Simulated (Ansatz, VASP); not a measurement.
# One calculation of SbS5, two programs

```xyz
6
Lattice="0.0000 3.8279 3.8279 3.8279 0.0000 3.8279 3.8279 3.8279 0.0000" Properties=species:S:1:pos:R:3 pbc="T T T"
Sb    0.0000    0.0000    0.0000
S     1.9139    1.9139    1.9139
S     4.6844    2.9713    2.9713
S     4.6844    4.6844    4.6844
S     2.9713    2.9713    4.6844
S     2.9713    4.6844    2.9713
```

Change from the starting cell: species swapped into the ZrNi5 type (F-43m, No. 216).

Alike in both runs: functional PBE; k mesh 4 × 4 × 4; occupations gaussian, width 0.1 eV; no spin polarisation.

Ansatz relaxed the structure, and its values are those at the end. VASP's run is a single point on that final structure, the one shown.

```csv
,VASP,Ansatz
version,VASP 6.6.1,Ansatz 0.2.0
potentials or method,"VASP PAW PBE potentials, release 64 (Sb, S), cutoff 520 eV","scalar-relativistic, plane waves, PAW"
valence electrons in the cell,35,45
```

```csv
,VASP,Ansatz,Ansatz less VASP
gap on the k mesh at the Fermi level (eV),none,none,-
pressure (GPa),-0.4,-0.1,+0.29
rms of the force components (eV/Å),0.026,0.002,-0.0233
```

A gap of «none» marks a metal or a gap that the smearing closes. With one functional, cell and mesh, what is left measures potentials, basis and numerics. VASP's potentials hold 35 valence electrons a cell and Ansatz's 45, so a difference there can come from the potentials and not from the codes.

Spin-orbit coupling is off throughout.
